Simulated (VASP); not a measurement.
Input of a VASP 6.6.1 run:

The input POSCAR:

```
PtSe2
1.0
   -2.5226166242      2.5226166242      5.6419795380
    2.5226166242     -2.5226166242      5.6419795380
    2.5226166242      2.5226166242     -5.6419795380
Pt Se
2 4
Direct
    0.7500000000      0.2500000000      0.5000000000
    0.0000000000      0.0000000000      0.0000000000
    0.5334045634      0.0334045634      0.5000000000
    0.7834045634      0.7834045634      0.0000000000
    0.2165954366      0.2165954366      0.0000000000
    0.9665954366      0.4665954366      0.5000000000
```

INCAR.step1

```
SYSTEM = PtSe2
ALGO     = Normal         ! electronic algorithm
EDIFF    = 1E-4           ! SCF threshold, eV
ENCUT    = 520            ! plane-wave cutoff, eV
GGA      = PE             ! functional
ISMEAR   = -1             ! smearing method
LASPH    = .TRUE.         ! aspherical terms in the spheres
LCHARG   = .FALSE.        ! write CHGCAR
LREAL    = .FALSE.        ! projectors in reciprocal space
LWAVE    = .TRUE.         ! write WAVECAR
NBANDS   = 31             ! bands
NELM     = 80             ! most SCF steps
PREC     = Accurate       ! precision mode
SIGMA    = 0.03           ! smearing width, eV
```

INCAR.step2

```
SYSTEM = PtSe2
ALGO     = Normal         ! electronic algorithm
BPARAM   = 11.95        
CPARAM   = 0.0093       
EDIFF    = 1E-6           ! SCF threshold, eV
ENCUT    = 520            ! plane-wave cutoff, eV
ISIF     = 2              ! what is computed and relaxed
ISMEAR   = -1             ! smearing method
ISTART   = 1            
IVDW_NL  = 2            
LASPH    = .TRUE.         ! aspherical terms in the spheres
LCHARG   = .FALSE.        ! write CHGCAR
LMIXTAU  = .TRUE.       
LREAL    = .FALSE.        ! projectors in reciprocal space
LUSE_VDW = .TRUE.       
LWAVE    = .FALSE.        ! write WAVECAR
METAGGA  = R2SCAN         ! meta-GGA
NBANDS   = 31             ! bands
NELM     = 80             ! most SCF steps
PREC     = Accurate       ! precision mode
SIGMA    = 0.03           ! smearing width, eV
```

File KPOINTS:

```
k-points
0
G
  6 6 6
  0 0 0
```

Potentials or basis: VASP PAW PBE potentials, release 64 (Pt, Se).

Run with:

```console
$ cat potpaw_PBE.64/Pt/POTCAR potpaw_PBE.64/Se/POTCAR > POTCAR
$ cp INCAR.step1 INCAR
$ mpirun -np 1 vasp_std > vasp.out
$ cp INCAR.step2 INCAR
$ mpirun -np 1 vasp_std > vasp.out
```

Task: Estimate the largest force.

Result: 0.014 eV/Å.

Task: Estimate the band gap on the k mesh.

Result: Zero (bands 22 and 23 overlap by 0.78 eV).

Forces on the atoms (eV/Å):
```
Pt   0.000  0.000  0.000
Pt   0.000  0.000  0.000
Se   0.000  0.000 -0.014
Se   0.000  0.000 -0.014
Se   0.000  0.000  0.014
Se   0.000  0.000  0.014
```

Caveat: the PAW data sets were made with another functional, which shifts forces and pressure a little; spin-orbit coupling is left out, which moves the levels of the heavy elements.
